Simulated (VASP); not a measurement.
# ZnS (R3m) in VASP: notebook

Runs on ZnS. Level: r2SCAN. Tasks: single point.

Everything below comes from runs of VASP 6.6.1. Logs are shortened: lines on timing, memory, paths and dates and some standing lists are left out, and cuts for length are marked.

## (1) The cell of the first run

The structure is trigonal, space group R3m (No. 160). Conventional cell: a = 3.825 Å, b = 3.825 Å, c = 9.369 Å, α = 90.00°, β = 90.00°, γ = 120.00°. Within 3.0 Å of Zn (site symmetry 3m) lie 4 S at 2.27 to 2.59 Å. Within 3.0 Å of S (site symmetry 3m) lie 4 Zn at 2.27 to 2.59 Å.

## (2) Single point, r2SCAN

File POSCAR:

```
ZnS
1.0
    0.0000000000      2.7046500000      2.7046500000
    2.7046500000      0.0000000000      2.7046500000
    2.7046500000      2.7046500000      0.0000000000
Zn S
1 1
Direct
    0.0266832247      0.0266832247      0.0266832247
    0.7500000000      0.7500000000      0.7500000000
```

File INCAR.step1:

```
SYSTEM = ZnS
PREC     = Accurate       ! precision mode
ENCUT    = 520            ! plane-wave cutoff, eV
ISMEAR   = 0              ! smearing method
SIGMA    = 0.05           ! smearing width, eV
LREAL    = .False.        ! projectors in reciprocal space
LASPH    = .True.         ! aspherical terms in the spheres
NELM     = 100            ! most SCF steps
NBANDS   = 16             ! bands
GGA      = PE             ! functional
ALGO     = Normal         ! electronic algorithm
EDIFF    = 1E-4           ! SCF threshold, eV
LWAVE    = .True.         ! write WAVECAR
LCHARG   = .False.        ! write CHGCAR
```

File INCAR.step2:

```
SYSTEM = ZnS
PREC     = Accurate       ! precision mode
ENCUT    = 520            ! plane-wave cutoff, eV
EDIFF    = 1E-7           ! SCF threshold, eV
ISMEAR   = 0              ! smearing method
SIGMA    = 0.05           ! smearing width, eV
LREAL    = .False.        ! projectors in reciprocal space
LASPH    = .True.         ! aspherical terms in the spheres
NELM     = 100            ! most SCF steps
ALGO     = Normal         ! electronic algorithm
ISIF     = 2              ! what is computed and relaxed
LWAVE    = .False.        ! write WAVECAR
LCHARG   = .False.        ! write CHGCAR
METAGGA  = R2SCAN         ! meta-GGA
LMIXTAU  = .True.       
NBANDS   = 16             ! bands
ISTART   = 1
```

File KPOINTS:

```
Automatic mesh
0
Gamma
  8 8 8
  0 0 0
```

Potentials or basis: VASP PAW PBE potentials, release 64 (Zn, S).

Launch:

```
$ cat potpaw_PBE.64/Zn/POTCAR potpaw_PBE.64/S/POTCAR > POTCAR
$ cp INCAR.step1 INCAR
$ mpirun -np 1 vasp_std > vasp.out
$ cp INCAR.step2 INCAR
$ mpirun -np 1 vasp_std > vasp.out
```

OUTCAR:

```text
SYSTEM = ZnS
   PREC = Accurate
   ENCUT = 520
   EDIFF = 1E-7
   ISMEAR = 0
   LREAL = .False.
   LASPH = .True.
   NELM = 100
   ISIF = 2
   METAGGA = R2SCAN
   ISTART = 1

 ion  position               nearest neighbor table
   1  0.027  0.027  0.027-   2 2.27   2 2.27   2 2.27   2 2.59
   2  0.750  0.750  0.750-   1 2.27   1 2.27   1 2.27   1 2.59

  LATTYP: Found a face centered cubic cell.
 ALAT       =     5.4093000000

  Lattice vectors:

 A1 = (   0.0000000000,   2.7046500000,   2.7046500000)
 A2 = (   2.7046500000,   0.0000000000,   2.7046500000)
 A3 = (   2.7046500000,   2.7046500000,   0.0000000000)

Analysis of symmetry for initial positions (statically):
=====================================================================
 Subroutine PRICEL returns:
 Original cell was already a primitive cell.

 Routine SETGRP: Setting up the symmetry group for a
 face centered cubic supercell.

 Subroutine GETGRP returns: Found  6 space group operations
 (whereof  6 operations were pure point group operations)
 out of a pool of 48 trial point group operations.

The static configuration has the point symmetry C_3v.

Analysis of symmetry for dynamics (positions and initial velocities):
=====================================================================
 Subroutine PRICEL returns:
 Original cell was already a primitive cell.

 Routine SETGRP: Setting up the symmetry group for a
 face centered cubic supercell.

 Subroutine GETGRP returns: Found  6 space group operations
 (whereof  6 operations were pure point group operations)
 out of a pool of 48 trial point group operations.

The dynamic configuration has the point symmetry C_3v.

 Subroutine INISYM returns: Found  6 space group operations
 (whereof  6 operations are pure point group operations),
 and found     1 'primitive' translations

----------------------------------------------------------------------------------------

                                     Primitive cell

  volume of cell :      39.5697

  direct lattice vectors                    reciprocal lattice vectors
     0.000000000  2.704650000  2.704650000    -0.184866803  0.184866803  0.184866803
     2.704650000  0.000000000  2.704650000     0.184866803 -0.184866803  0.184866803
     2.704650000  2.704650000  0.000000000     0.184866803  0.184866803 -0.184866803

  length of vectors
     3.824952711  3.824952711  3.824952711     0.320198696  0.320198696  0.320198696

  position of ions in fractional coordinates (direct lattice)
     0.026683225  0.026683225  0.026683225
     0.750000000  0.750000000  0.750000000

  ion indices of the primitive-cell ions
   primitive index   ion index
                 1           1
                 2           2

----------------------------------------------------------------------------------------

 KPOINTS: Automatic mesh

Automatic generation of k-mesh.
 Grid dimensions read from file:
 generate k-points for:    8    8    8

 Generating k-lattice:

  Cartesian coordinates                     Fractional coordinates (reciprocal lattice)
    -0.023108350  0.023108350  0.023108350     0.125000000  0.000000000  0.000000000
     0.023108350 -0.023108350  0.023108350     0.000000000  0.125000000  0.000000000
     0.023108350  0.023108350 -0.023108350     0.000000000  0.000000000  0.125000000

  Length of vectors
     0.040024837  0.040024837  0.040024837

  Shift w.r.t. Gamma in fractional coordinates (k-lattice)
     0.000000000  0.000000000  0.000000000

 Subroutine IBZKPT returns following result:
 ===========================================

 Found     65 irreducible k-points:

 Following reciprocal coordinates:
            Coordinates               Weight
  0.000000  0.000000  0.000000      1.000000
  0.125000  0.000000  0.000000      6.000000
  0.125000  0.125000  0.125000      2.000000
  0.250000  0.000000  0.000000      6.000000
  0.250000  0.250000  0.250000      2.000000
  0.375000  0.000000  0.000000      6.000000
[... 16 lines left out ...]
 -0.250000  0.125000  0.000000     12.000000
  0.125000  0.125000  0.375000      6.000000
 [... further k-points ...]
   k-points           NKPTS =     65   k-points in BZ     NKDIM =     65   number of bands    NBANDS=     16
   number of dos      NEDOS =    301   number of ions     NIONS =      2
   total plane-waves  NPLWV =  21952
   dimension x,y,z NGX =    28 NGY =   28 NGZ =   28
   dimension x,y,z NGXF=    56 NGYF=   56 NGZF=   56
   ions per type =               1   1
   NGX,Y,Z   is equivalent  to a cutoff of  12.17, 12.17, 12.17 a.u.
   NGXF,Y,Z  is equivalent  to a cutoff of  24.34, 24.34, 24.34 a.u.
 SYSTEM =  ZnS
   PREC   = accura    normal or accurate (medium, high low for compatibility)
   ISTART =      1    job   : 0-new  1-cont  2-samecut
   ICHARG =      0    charge: 1-file 2-atom 10-const
   ISPIN  =      1    spin polarized calculation?
   LNONCOLLINEAR =      F non collinear calculations
   LSORBIT =      F    spin-orbit coupling
   LASPH  =      T    aspherical Exc in radial PAW
   ENCUT  =  520.0 eV  38.22 Ry    6.18 a.u.   7.11  7.11  7.11*2*pi/ulx,y,z
   NELM   =    100;   NELMIN=  2; NELMDL=  0     # of ELM steps
   EDIFF  = 0.1E-06   stopping-criterion for ELM
   LREAL  =      F    real-space projection
   EDIFFG = 0.1E-05   stopping-criterion for IOM
   NSW    =      0    number of steps for IOM
   IBRION =     -1    ionic relax: 0-MD 1-quasi-New 2-CG
   NFREE  =      0    steps in history (QN), initial steepest desc. (CG)
   ISIF   =      2    stress and relaxation
   ISYM   =      2    0-nonsym 1-usesym 2-fastsym
   POTIM  = 0.5000    time-step for ionic-motion
   TEBEG  =    0.0;   TEEND  =   0.0 temperature during run
   PSTRESS=    0.0 pullay stress
   NELECT =      18.0000    total number of electrons
   NUPDOWN=      -1.0000    fix difference up-down
   EMIN   =  10.00;   EMAX   =-10.00  energy-range for DOS
   EFERMI =   0.00;   METHOD = LEGACY
   ISMEAR =     0;   SIGMA  =   0.05  broadening in eV -4-tet -1-fermi 0-gaus
   EFERMI_NEDOS =   21; number of points for ismear=-14 and -15
   IALGO  =     38    algorithm
   IMIX   =      4    mixing-type and parameters
     AMIX     =   0.40;   BMIX     =  1.00
     AMIX_MAG =   1.60;   BMIX_MAG =  1.00
  volume/ion in A,a.u.               =      19.78       133.51
  Fermi-wavevector in a.u.,A,eV,Ry     =   1.259055  2.379268 21.568210  1.585219
  Thomas-Fermi vector in A             =   2.392634
   LORBIT       =      0    0 simple, 1 ext, 2 COOP (PROOUT), +10 PAW based schemes
   METAGGA = R2SCAN    functional components
   LHFCALC =     F    Hartree Fock is set to
   AEXX    =    0.0000 exact exchange contribution
   IVDW    =     0    specifies the selected vdW correction
   LEPSILON=     F    determine dielectric tensor
   LRPA    =     F    only Hartree local field effects (RPA)
 non-spin polarized calculation
 Gauss-broadening in eV      SIGMA  =   0.05
  energy-cutoff  :      520.00
  volume of cell :       39.57
 maximum number of plane-waves:      1090
   NGX = 15   NGY = 15   NGZ = 15

 number of electron      17.9999986 magnetization

 Free energy of the ion-electron system (eV)
  ---------------------------------------------------
  ext. energy  EPLUGINS =         0.00000000
  ---------------------------------------------------
  free energy    TOTEN  =       -18.74433999 eV

  energy without entropy =      -18.74433999  energy(sigma->0) =      -18.74433999

 E-fermi :   2.1086     XC(G=0): -10.2640

 val. band max:        1.8949181955   @ k =   0.0000   0.0000   0.0000
 cond. band min:       4.4922529544   @ k =   0.0000   0.0000   0.0000
 fundamental gap:      2.5973347589
 Fermi energy:         2.1086394019

 k-point     1 :       0.0000    0.0000    0.0000
  band No.  band energies     occupation
      1     -11.8931      2.00000
      2      -4.8719      2.00000
      3      -4.8719      2.00000
      4      -4.5515      2.00000
      5      -4.2289      2.00000
      6      -4.2289      2.00000
[... 8 lines left out ...]
     15      14.0654      0.00000
     16      14.1102      0.00000

 k-point     2 :       0.1250    0.0000    0.0000
  band No.  band energies     occupation
      1     -11.7713      2.00000
      2      -4.8725      2.00000
      3      -4.8347      2.00000
      4      -4.5362      2.00000
      5      -4.2329      2.00000
      6      -4.2308      2.00000
[... 8 lines left out ...]
     15      13.4195      0.00000
     16      14.9794      0.00000

 k-point     3 :       0.1250    0.1250    0.1250
  band No.  band energies     occupation
      1     -11.7842      2.00000
      2      -4.8624      2.00000
      3      -4.8624      2.00000
      4      -4.5416      2.00000
      5      -4.2266      2.00000
      6      -4.2266      2.00000
[... 8 lines left out ...]
     15      13.6046      0.00000
     16      15.1980      0.00000

 k-point     4 :       0.2500    0.0000    0.0000
  band No.  band energies     occupation
      1     -11.4530      2.00000
      2      -4.8382      2.00000
      3      -4.7445      2.00000
      4      -4.5020      2.00000
      5      -4.2381      2.00000
      6      -4.2232      2.00000
[... 8 lines left out ...]
     15      13.3453      0.00000
     16      14.5372      0.00000
[... 324 lines left out ...]
 k-point    22 :      -0.3750    0.5000   -0.3750
  band No.  band energies     occupation
      1     -11.0410      2.00000
      2      -4.8196      2.00000
      3      -4.7844      2.00000
      4      -4.2765      2.00000
      5      -4.2079      2.00000
      6      -4.0648      2.00000
[... 8 lines left out ...]
     15      15.1476      0.00000
     16      16.5598      0.00000

 k-point    23 :      -0.2500    0.1250    0.0000
  band No.  band energies     occupation
      1     -11.2414      2.00000
      2      -4.7807      2.00000
      3      -4.6737      2.00000
      4      -4.4704      2.00000
      5      -4.2421      2.00000
      6      -4.2206      2.00000
[... 8 lines left out ...]
     15      14.5981      0.00000
     16      15.6621      0.00000

 k-point    24 :       0.1250    0.1250    0.3750
  band No.  band energies     occupation
      1     -11.2675      2.00000
      2      -4.8111      2.00000
      3      -4.7258      2.00000
      4      -4.4787      2.00000
      5      -4.2490      2.00000
      6      -4.1732      2.00000
[... 8 lines left out ...]
     15      14.9963      0.00000
     16      15.8232      0.00000

 [... further k-points ...]

------------------------ aborting loop because EDIFF is reached ----------------------------------------

  FORCE on cell =-STRESS in cart. coord.  units (eV):
  Direction    XX          YY          ZZ          XY          YZ          ZX
  --------------------------------------------------------------------------------------
  -------------------------------------------------------------------------------------
  Total        0.1479585      0.1479585      0.1479585     -0.4330341     -0.4330341     -0.4330341
  in kB        5.9908324      5.9908324      5.9908324    -17.5335342    -17.5335342    -17.5335342
  external PRESSURE =       5.9908324 kB  Pullay stress =       0.0000000 kB

 VOLUME and BASIS-vectors are now :
 -----------------------------------------------------------------------------
  energy-cutoff  :      520.00
  volume of cell :       39.57
      direct lattice vectors                 reciprocal lattice vectors
     0.000000000  2.704650000  2.704650000    -0.184866803  0.184866803  0.184866803
     2.704650000  0.000000000  2.704650000     0.184866803 -0.184866803  0.184866803
     2.704650000  2.704650000  0.000000000     0.184866803  0.184866803 -0.184866803

 POSITION                                       TOTAL-FORCE (eV/Angst)
 -----------------------------------------------------------------------------------
      0.14434      0.14434      0.14434        -0.446196     -0.446196     -0.446196
      4.05697      4.05697      4.05697         0.446196      0.446196      0.446196
 -----------------------------------------------------------------------------------
    total drift:                                0.003122      0.003122      0.003122

  FREE ENERGIE OF THE ION-ELECTRON SYSTEM (eV)
  ---------------------------------------------------
  free  energy   TOTEN  =       -18.7443399897 eV

  energy  without entropy=      -18.7443399897  energy(sigma->0) =      -18.74433999
```

It took 2.3 min on 1 thread of Intel Xeon Platinum 8259CL at 2.50GHz (Skylake/Cascade Lake), shared host; peak memory 0.18 GiB.

Results:

| Quantity | Value |
| --- | --- |
| Free energy | -18.7443 eV |
| Pressure | 0.6 GPa |
| Largest force | 0.773 eV/Å |
| Band gap on the k mesh | 2.60 eV, direct |

Forces on the atoms (eV/Å):
```
Zn  -0.446 -0.446 -0.446
S    0.446  0.446  0.446
```

Caveat: the cell differs from its parent crystal (all Zn atoms moved -0.250 Å, as atom 1 towards its neighbour atom 2 (S) at 2.342 Å); the PAW data sets were made with another functional, which shifts forces and pressure a little.

## (3) Single point, r2SCAN

Changes to POSCAR since step 2:

```diff
@@ -8,3 +8,3 @@
 Direct
-    0.0266832247      0.0266832247      0.0266832247
+   -0.0533664494     -0.0533664494     -0.0533664494
     0.7500000000      0.7500000000      0.7500000000
```

File INCAR.step1:

```
PREC = Accurate
ENCUT = 520
ISMEAR = 0
SIGMA = 0.05
LREAL = F
LASPH = T
NELM = 100
NBANDS = 16
GGA = PE
ALGO = Normal
EDIFF = 1E-4
LWAVE = T
LCHARG = F
```

File INCAR.step2:

```
PREC = Accurate
ENCUT = 520
EDIFF = 1E-7
ISMEAR = 0
SIGMA = 0.05
LREAL = F
LASPH = T
NELM = 100
ALGO = Normal
ISIF = 2
LWAVE = F
LCHARG = F
METAGGA = R2SCAN
LMIXTAU = T
NBANDS = 16
ISTART = 1
```

File KPOINTS:

```
Automatic mesh
0
Gamma
  8 8 8
```

Potentials or basis: VASP PAW PBE potentials, release 64 (Zn, S).

Launch:

```
$ cat potpaw_PBE.64/Zn/POTCAR potpaw_PBE.64/S/POTCAR > POTCAR
$ cp INCAR.step1 INCAR
$ mpirun -np 1 vasp_std > vasp.out
$ cp INCAR.step2 INCAR
$ mpirun -np 1 vasp_std > vasp.out
```

Run time: 2.2 min. Hardware: 1 thread of Intel Xeon Platinum 8259CL at 2.50GHz (Skylake/Cascade Lake), shared host; peak memory 0.19 GiB.

Results (log left out):

```yaml
Free_energy: -17.2283 eV
Pressure: 16.1 GPa
Largest_force: 9.505 eV/Å
Band_gap_on_the_k_mesh: 2.50 eV, direct
```

Forces in eV/Å, atoms in the order of the input:
```
Zn   5.488  5.488  5.488
S   -5.488 -5.488 -5.488
```

Stress tensor (GPa, compression positive):
```
16.15 20.60 20.60
20.60 16.15 20.60
20.60 20.60 16.15
```

Levels at points of the mesh, in eV from the valence-band top:
| k point | band 5 | band 6 | band 7 | band 8 | band 9 | band 10 | band 11 | band 12 | band 13 | band 14 |
| --- | --- | --- | --- | --- | --- | --- | --- | --- | --- | --- |
| (0.00, 0.00, 0.00) | -6.77 | -6.77 | -0.98 | 0.00 | 0.00 | 2.50 | 6.56 | 6.56 | 7.93 | 11.84 |
| (0.50, 0.00, 0.00) | -6.69 | -6.60 | -5.04 | -1.57 | -0.30 | 3.25 | 5.78 | 8.39 | 8.96 | 11.96 |
| (0.50, 0.50, 0.50) | -6.84 | -6.84 | -6.00 | -1.34 | -1.34 | 4.45 | 7.79 | 7.79 | 9.33 | 12.09 |
| (0.50, 0.50, 0.00) | -6.69 | -6.65 | -4.76 | -2.46 | -2.09 | 2.85 | 4.57 | 10.98 | 12.31 | 13.67 |

Caveat: the cell differs from its parent crystal (all Zn atoms moved +0.500 Å, as atom 1 towards its neighbour atom 2 (S) at 2.342 Å); the PAW data sets were made with another functional, which shifts forces and pressure a little. A k mesh can miss the band edges.

## (4) Single point, r2SCAN

Changes to POSCAR since step 3:

```diff
@@ -8,3 +8,3 @@
 Direct
-   -0.0533664494     -0.0533664494     -0.0533664494
+    0.0400248370      0.0400248370      0.0400248370
     0.7500000000      0.7500000000      0.7500000000
```

File INCAR.step1:

```
SYSTEM = ZnS
PREC = Accurate
ENCUT = 520
ISMEAR = 0
SIGMA = 0.05
LREAL = .FALSE.
LASPH = .TRUE.
NELM = 80
NBANDS = 16
GGA = PE
ALGO = Normal
EDIFF = 1E-4
LWAVE = .TRUE.
LCHARG = .FALSE.
```

File INCAR.step2:

```
SYSTEM = ZnS
PREC = Accurate
ENCUT = 520
EDIFF = 1E-7
ISMEAR = 0
SIGMA = 0.05
LREAL = .FALSE.
LASPH = .TRUE.
NELM = 80
ALGO = Normal
ISIF = 2
LWAVE = .FALSE.
LCHARG = .TRUE.
METAGGA = R2SCAN
LMIXTAU = .TRUE.
LELF = .TRUE.
LVHAR = .TRUE.
NBANDS = 16
ISTART = 1
```

File KPOINTS:

```
regular mesh
0
G
  8 8 8
  0 0 0
```

Launch:

```
$ cat potpaw_PBE.64/Zn/POTCAR potpaw_PBE.64/S/POTCAR > POTCAR
$ cp INCAR.step1 INCAR
$ mpirun -np 1 vasp_std > vasp.out
$ cp INCAR.step2 INCAR
$ mpirun -np 1 vasp_std > vasp.out
```

Wall time 2.4 min (1 thread of Intel Xeon Platinum 8259CL at 2.50GHz (Skylake/Cascade Lake), shared host); peak memory 0.19 GiB.

The run converged. Its results:

```yaml
Free_energy: -18.6430 eV
Pressure: 1.8 GPa
Largest_force: 0.821 eV/Å
Band_gap_on_the_k_mesh: 2.67 eV, direct
```

Forces in eV/Å, atoms in the order of the input:
```
Zn  -0.474 -0.474 -0.474
S    0.474  0.474  0.474
```

Stress tensor (GPa, compression positive):
```
 1.79 -1.98 -1.98
-1.98  1.79 -1.98
-1.98 -1.98  1.79
```

Levels at points of the mesh, in eV from the valence-band top:
```csv
k point,band 5,band 6,band 7,band 8,band 9,band 10,band 11,band 12,band 13,band 14
"(0.00, 0.00, 0.00)",-6.15,-6.15,-0.23,-0.23,0.00,2.67,6.97,6.97,7.42,11.97
"(0.50, 0.00, 0.00)",-6.16,-5.98,-5.45,-1.53,-0.43,4.00,6.69,8.53,9.38,12.49
"(0.50, 0.50, 0.50)",-6.11,-5.88,-4.58,-0.77,-0.77,3.32,6.87,6.87,8.95,12.82
"(0.50, 0.50, 0.00)",-6.08,-5.95,-4.66,-2.46,-1.92,3.42,4.45,11.58,12.96,12.99
```

Caveat: the cell differs from its parent crystal (all Zn atoms moved -0.375 Å, as atom 1 towards its neighbour atom 2 (S) at 2.342 Å); the PAW data sets were made with another functional, which shifts forces and pressure a little.

(Part 1 of 2 ends here.)
